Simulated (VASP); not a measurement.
# W (Im-3m) in VASP: further runs

Runs on W. Level: PBEsol. Tasks: single point, relaxation of cell and atoms.

Everything below comes from runs of VASP 6.6.1. Logs are shortened: lines on timing, memory, paths and dates and some standing lists are left out, and cuts for length are marked.

### Step 1. The cell of the first run

It takes space group Im-3m (No. 229, cubic). Conventional cell: a = 3.172 Å, b = 3.172 Å, c = 3.172 Å, α = 90.00°, β = 90.00°, γ = 90.00°. Within 3.6 Å of W (site symmetry m-3m) lie 14 W at 2.75 to 3.17 Å.

### Step 2. Single point, PBEsol

File INCAR:

```
SYSTEM = W
PREC     = Accurate       ! precision mode
ENCUT    = 520            ! plane-wave cutoff, eV
EDIFF    = 1E-6           ! SCF threshold, eV
ISMEAR   = 0              ! smearing method
SIGMA    = 0.1            ! smearing width, eV
LREAL    = .FALSE.        ! projectors in reciprocal space
LASPH    = .TRUE.         ! aspherical terms in the spheres
NELM     = 100            ! most SCF steps
ALGO     = Normal         ! electronic algorithm
ISIF     = 2              ! what is computed and relaxed
LWAVE    = .FALSE.        ! write WAVECAR
LCHARG   = .FALSE.        ! write CHGCAR
GGA      = PS             ! functional
NBANDS   = 13             ! bands
```

File KPOINTS:

```
regular mesh
0
G
  8 8 8
  0 0 0
```

File POSCAR:

```
W
1.0
   -1.5861829274      1.5861829274      1.5861829274
    1.5861829274     -1.5861829274      1.5861829274
    1.5861829274      1.5861829274     -1.5861829274
W
1
Direct
    0.0000000000      0.0000000000      0.0000000000
```

Potentials or basis: VASP PAW PBE potentials, release 64 (W_sv).

Launch:

```
> cat potpaw_PBE.64/W_sv/POTCAR > POTCAR
> mpirun -np 1 vasp_std > vasp.out
```

OUTCAR:

```text
SYSTEM = W
   PREC = Accurate
   ENCUT = 520
   EDIFF = 1E-6
   ISMEAR = 0
   LREAL = .FALSE.
   LASPH = .TRUE.
   NELM = 100
   ISIF = 2
   GGA = PS

 ion  position               nearest neighbor table
   1  0.000  0.000  0.000-

  LATTYP: Found a body centered cubic cell.
 ALAT       =     3.1723658548

  Lattice vectors:

 A1 = (  -1.5861829274,   1.5861829274,   1.5861829274)
 A2 = (   1.5861829274,  -1.5861829274,   1.5861829274)
 A3 = (   1.5861829274,   1.5861829274,  -1.5861829274)

Analysis of symmetry for initial positions (statically):
=====================================================================
 Subroutine PRICEL returns:
 Original cell was already a primitive cell.

 Routine SETGRP: Setting up the symmetry group for a
 body centered cubic supercell.

 Subroutine GETGRP returns: Found 48 space group operations
[... 9 lines left out ...]

 Routine SETGRP: Setting up the symmetry group for a
 body centered cubic supercell.

 Subroutine GETGRP returns: Found 48 space group operations
[... 11 lines left out ...]
                                     Primitive cell

  volume of cell :      15.9632

  direct lattice vectors                    reciprocal lattice vectors
    -1.586182927  1.586182927  1.586182927     0.000000000  0.315222155  0.315222155
     1.586182927 -1.586182927  1.586182927     0.315222155  0.000000000  0.315222155
     1.586182927  1.586182927 -1.586182927     0.315222155  0.315222155  0.000000000

  length of vectors
     2.747349420  2.747349420  2.747349420     0.445791446  0.445791446  0.445791446

  position of ions in fractional coordinates (direct lattice)
     0.000000000  0.000000000  0.000000000

  ion indices of the primitive-cell ions
   primitive index   ion index
                 1           1

----------------------------------------------------------------------------------------

 KPOINTS: regular mesh

Automatic generation of k-mesh.
 Grid dimensions read from file:
 generate k-points for:    8    8    8

 Generating k-lattice:

  Cartesian coordinates                     Fractional coordinates (reciprocal lattice)
     0.000000000  0.039402769  0.039402769     0.125000000  0.000000000  0.000000000
     0.039402769  0.000000000  0.039402769     0.000000000  0.125000000  0.000000000
     0.039402769  0.039402769  0.000000000     0.000000000  0.000000000  0.125000000

  Length of vectors
     0.055723931  0.055723931  0.055723931

  Shift w.r.t. Gamma in fractional coordinates (k-lattice)
     0.000000000  0.000000000  0.000000000

 Subroutine IBZKPT returns following result:
 ===========================================

 Found     29 irreducible k-points:

 Following reciprocal coordinates:
            Coordinates               Weight
  0.000000  0.000000  0.000000      1.000000
  0.125000  0.000000  0.000000     12.000000
  0.250000  0.000000  0.000000     12.000000
  0.375000  0.000000  0.000000     12.000000
  0.500000  0.000000  0.000000      6.000000
  0.125000  0.125000  0.000000     24.000000
[... 16 lines left out ...]
 -0.250000  0.250000  0.250000      6.000000
 -0.375000  0.375000  0.250000     24.000000
 [... further k-points ...]
   k-points           NKPTS =     29   k-points in BZ     NKDIM =     29   number of bands    NBANDS=     13
   number of dos      NEDOS =    301   number of ions     NIONS =      1
   total plane-waves  NPLWV =   8000
   dimension x,y,z NGX =    20 NGY =   20 NGZ =   20
   dimension x,y,z NGXF=    40 NGYF=   40 NGZF=   40
   ions per type =               1
   NGX,Y,Z   is equivalent  to a cutoff of  12.10, 12.10, 12.10 a.u.
   NGXF,Y,Z  is equivalent  to a cutoff of  24.20, 24.20, 24.20 a.u.
 SYSTEM =  W
   PREC   = accura    normal or accurate (medium, high low for compatibility)
   ISTART =      0    job   : 0-new  1-cont  2-samecut
   ICHARG =      2    charge: 1-file 2-atom 10-const
   ISPIN  =      1    spin polarized calculation?
   LNONCOLLINEAR =      F non collinear calculations
   LSORBIT =      F    spin-orbit coupling
   LASPH  =      T    aspherical Exc in radial PAW
   ENCUT  =  520.0 eV  38.22 Ry    6.18 a.u.   5.11  5.11  5.11*2*pi/ulx,y,z
   NELM   =    100;   NELMIN=  2; NELMDL= -5     # of ELM steps
   EDIFF  = 0.1E-05   stopping-criterion for ELM
   LREAL  =      F    real-space projection
   EDIFFG = 0.1E-04   stopping-criterion for IOM
   NSW    =      0    number of steps for IOM
   IBRION =     -1    ionic relax: 0-MD 1-quasi-New 2-CG
   NFREE  =      0    steps in history (QN), initial steepest desc. (CG)
   ISIF   =      2    stress and relaxation
   ISYM   =      2    0-nonsym 1-usesym 2-fastsym
   POTIM  = 0.5000    time-step for ionic-motion
   TEBEG  =    0.0;   TEEND  =   0.0 temperature during run
   PSTRESS=    0.0 pullay stress
   NELECT =      14.0000    total number of electrons
   NUPDOWN=      -1.0000    fix difference up-down
   EMIN   =  10.00;   EMAX   =-10.00  energy-range for DOS
   EFERMI =   0.00;   METHOD = LEGACY
   ISMEAR =     0;   SIGMA  =   0.10  broadening in eV -4-tet -1-fermi 0-gaus
   EFERMI_NEDOS =   21; number of points for ismear=-14 and -15
   IALGO  =     38    algorithm
   IMIX   =      4    mixing-type and parameters
     AMIX     =   0.40;   BMIX     =  1.00
     AMIX_MAG =   1.60;   BMIX_MAG =  1.00
  volume/ion in A,a.u.               =      15.96       107.72
  Fermi-wavevector in a.u.,A,eV,Ry     =   1.567031  2.961259 33.410276  2.455586
  Thomas-Fermi vector in A             =   2.669271
   LORBIT       =      0    0 simple, 1 ext, 2 COOP (PROOUT), +10 PAW based schemes
   GGA     = PS    functional components
   LHFCALC =     F    Hartree Fock is set to
   AEXX    =    0.0000 exact exchange contribution
   IVDW    =     0    specifies the selected vdW correction
   LEPSILON=     F    determine dielectric tensor
   LRPA    =     F    only Hartree local field effects (RPA)
 non-spin polarized calculation
 Gauss-broadening in eV      SIGMA  =   0.10
  energy-cutoff  :      520.00
  volume of cell :       15.96
 maximum number of plane-waves:       456
   NGX = 11   NGY = 11   NGZ = 11

 number of electron      14.0000002 magnetization

 Free energy of the ion-electron system (eV)
  ---------------------------------------------------
  ext. energy  EPLUGINS =         0.00000000
  ---------------------------------------------------
  free energy    TOTEN  =       -13.80185661 eV

  energy without entropy =      -13.80185460  energy(sigma->0) =      -13.80185560

 E-fermi :  10.9523     XC(G=0): -13.7211

 val. band max:       10.6721793029   @ k =   0.1250   0.0000   0.0000
 cond. band min:      11.2337085881   @ k =  -0.2500   0.2500   0.1250
 fundamental gap:      0.5615292852
 Fermi energy:        10.9523383112

 k-point     1 :       0.0000    0.0000    0.0000
  band No.  band energies     occupation
      1     -62.9800      2.00000
      2     -26.5481      2.00000
      3     -26.5481      2.00000
      4     -26.5481      2.00000
      5       1.5601      2.00000
      6       9.9544      2.00000
      7       9.9544      2.00000
      8       9.9544      2.00000
      9      13.3920      0.00000
     10      13.3920      0.00000
     11      25.6996      0.00000
     12      25.6996      0.00000
     13      25.6996      0.00000

 k-point     2 :       0.1250    0.0000    0.0000
  band No.  band energies     occupation
      1     -62.9611      2.00000
      2     -26.7465      2.00000
      3     -26.6104      2.00000
      4     -26.5491      2.00000
      5       2.2859      2.00000
      6       9.5311      2.00000
      7       9.8085      2.00000
      8      10.6722      1.99993
      9      12.8591      0.00000
     10      13.4089      0.00000
     11      26.2357      0.00000
     12      26.9426      0.00000
     13      27.2749      0.00000

 k-point     3 :       0.2500    0.0000    0.0000
  band No.  band energies     occupation
      1     -62.9150      2.00000
      2     -27.2053      2.00000
      3     -26.7579      2.00000
      4     -26.5515      2.00000
      5       3.9670      2.00000
      6       8.6522      2.00000
      7       9.3297      2.00000
      8      12.6980      0.00000
      9      12.7794      0.00000
     10      13.5821      0.00000
     11      25.9137      0.00000
     12      27.6294      0.00000
     13      30.2299      0.00000

 k-point     4 :       0.3750    0.0000    0.0000
  band No.  band energies     occupation
      1     -62.8687      2.00000
      2     -27.6392      2.00000
      3     -26.9017      2.00000
      4     -26.5541      2.00000
      5       4.9214      2.00000
      6       7.9130      2.00000
      7      10.2652      2.00000
      8      13.3084      0.00000
      9      13.9869      0.00000
     10      15.5177      0.00000
     11      23.7215      0.00000
     12      24.0824      0.00000
     13      30.5449      0.00000

 k-point     5 :       0.5000    0.0000    0.0000
  band No.  band energies     occupation
      1     -62.8494      2.00000
      2     -27.8124      2.00000
      3     -26.9602      2.00000
      4     -26.5552      2.00000
      5       4.9308      2.00000
      6       7.6366      2.00000
      7      11.8446      0.00000
      8      13.2875      0.00000
      9      14.2550      0.00000
     10      17.2807      0.00000
     11      22.1294      0.00000
     12      22.6549      0.00000
     13      27.8996      0.00000

 k-point     6 :       0.1250    0.1250    0.0000
  band No.  band energies     occupation
      1     -62.9285      2.00000
      2     -27.0615      2.00000
      3     -26.6838      2.00000
      4     -26.5957      2.00000
      5       3.5506      2.00000
      6       9.0689      2.00000
      7       9.1373      2.00000
      8      12.1989      0.00000
      9      12.3722      0.00000
     10      13.7408      0.00000
     11      27.1832      0.00000
     12      27.4933      0.00000
     13      28.8441      0.00000

 k-point     7 :       0.2500    0.1250    0.0000
  band No.  band energies     occupation
      1     -62.8823      2.00000
      2     -27.4557      2.00000
      3     -26.8631      2.00000
      4     -26.6162      2.00000
      5       5.1462      2.00000
      6       8.2628      2.00000
      7       8.9646      2.00000
      8      12.6472      0.00000
      9      14.1015      0.00000
     10      14.8840      0.00000
     11      24.7646      0.00000
     12      26.4687      0.00000
     13      30.3203      0.00000
[... 193 lines left out ...]
 k-point    20 :      -0.3750    0.5000    0.1250
  band No.  band energies     occupation
      1     -62.8252      2.00000
      2     -27.6293      2.00000
      3     -27.1819      2.00000
      4     -26.7833      2.00000
      5       6.4719      2.00000
      6       8.1287      2.00000
      7       9.0450      2.00000
      8      12.1753      0.00000
      9      14.9652      0.00000
     10      18.3518      0.00000
     11      21.8821      0.00000
     12      25.8014      0.00000
     13      28.2606      0.00000

 k-point    21 :      -0.3750   -0.3750    0.1250
  band No.  band energies     occupation
      1     -62.8133      2.00000
      2     -27.4680      2.00000
      3     -27.4680      2.00000
      4     -26.7964      2.00000
      5       7.7211      2.00000
      6       7.7211      2.00000
      7       7.8462      2.00000
      8      13.9899      0.00000
      9      13.9899      0.00000
     10      19.9320      0.00000
     11      22.4275      0.00000
     12      22.4275      0.00000
     13      31.6017      0.00000

 k-point    22 :       0.2500    0.2500    0.2500
  band No.  band energies     occupation
      1     -62.8407      2.00000
      2     -27.1870      2.00000
      3     -27.1870      2.00000
      4     -27.1870      2.00000
      5       8.2303      2.00000
      6       8.2303      2.00000
      7       8.2303      2.00000
      8      14.4180      0.00000
      9      14.4180      0.00000
     10      17.6785      0.00000
     11      23.3695      0.00000
     12      23.3695      0.00000
     13      23.3695      0.00000

 k-point    23 :      -0.2500    0.2500    0.2500
  band No.  band energies     occupation
      1     -62.8581      2.00000
      2     -27.2284      2.00000
      3     -26.9843      2.00000
      4     -26.9843      2.00000
      5       5.9683      2.00000
      6       8.3741      2.00000
      7      10.6476      1.99998
      8      10.6476      1.99998
      9      12.5276      0.00000
     10      14.6080      0.00000
     11      25.6190      0.00000
     12      30.5696      0.00000
     13      30.5697      0.00000

 k-point    24 :      -0.3750    0.3750    0.2500
  band No.  band energies     occupation
      1     -62.8177      2.00000
      2     -27.4931      2.00000
      3     -27.1392      2.00000
      4     -27.0212      2.00000
      5       6.6468      2.00000
      6       7.3703      2.00000
      7      10.6533      1.99998
      8      11.4384      0.00000
      9      14.8791      0.00000
     10      15.5044      0.00000
     11      24.7758      0.00000
     12      27.2774      0.00000
     13      28.4282      0.00000

 [... further k-points ...]
[... 5 lines left out ...]
  --------------------------------------------------------------------------------------
  -------------------------------------------------------------------------------------
  Total       -0.4403225     -0.4403225     -0.4403225     -0.0000000     -0.0000000     -0.0000000
  in kB      -44.1938328    -44.1938328    -44.1938328     -0.0000000     -0.0000000     -0.0000000
  external PRESSURE =     -44.1938328 kB  Pullay stress =       0.0000000 kB

 VOLUME and BASIS-vectors are now :
 -----------------------------------------------------------------------------
  energy-cutoff  :      520.00
  volume of cell :       15.96
      direct lattice vectors                 reciprocal lattice vectors
    -1.586182927  1.586182927  1.586182927     0.000000000  0.315222155  0.315222155
     1.586182927 -1.586182927  1.586182927     0.315222155  0.000000000  0.315222155
     1.586182927  1.586182927 -1.586182927     0.315222155  0.315222155  0.000000000

 POSITION                                       TOTAL-FORCE (eV/Angst)
 -----------------------------------------------------------------------------------
      0.00000      0.00000      0.00000         0.000000      0.000000     -0.000000
 -----------------------------------------------------------------------------------
    total drift:                                0.000000     -0.000000     -0.000000

  FREE ENERGIE OF THE ION-ELECTRON SYSTEM (eV)
  ---------------------------------------------------
  free  energy   TOTEN  =       -13.8018566063 eV

  energy  without entropy=      -13.8018546035  energy(sigma->0) =      -13.80185560
```

It took 4.1 s on 1 thread of AMD EPYC 7R13 (Zen 3), shared host; peak memory 0.09 GiB.

What came out:

* Free energy: -13.8019 eV
* Pressure: -4.4 GPa
* Band gap on the k mesh: zero (band 7 reaches 16.30 eV, above the bottom of band 8 at 9.95 eV)

Levels at points of the mesh, in eV from the Fermi level:
| k point | band 4 | band 5 | band 6 | band 7 | band 8 | band 9 | band 10 | band 11 |
| --- | --- | --- | --- | --- | --- | --- | --- | --- |
| (0.00, 0.00, 0.00) | -37.50 | -9.39 | -1.00 | -1.00 | -1.00 | 2.44 | 2.44 | 14.75 |
| (0.50, 0.00, 0.00) | -37.51 | -6.02 | -3.32 | 0.89 | 2.34 | 3.30 | 6.33 | 11.18 |
| (0.50, 0.50, 0.50) | -38.39 | -5.57 | -5.57 | 5.35 | 5.35 | 5.35 | 8.42 | 8.42 |

Caveat: the PAW data sets were made with another functional, which shifts forces and pressure a little; spin-orbit coupling is left out, which moves the levels of the heavy elements.

(Continued in part 2 of 2.)
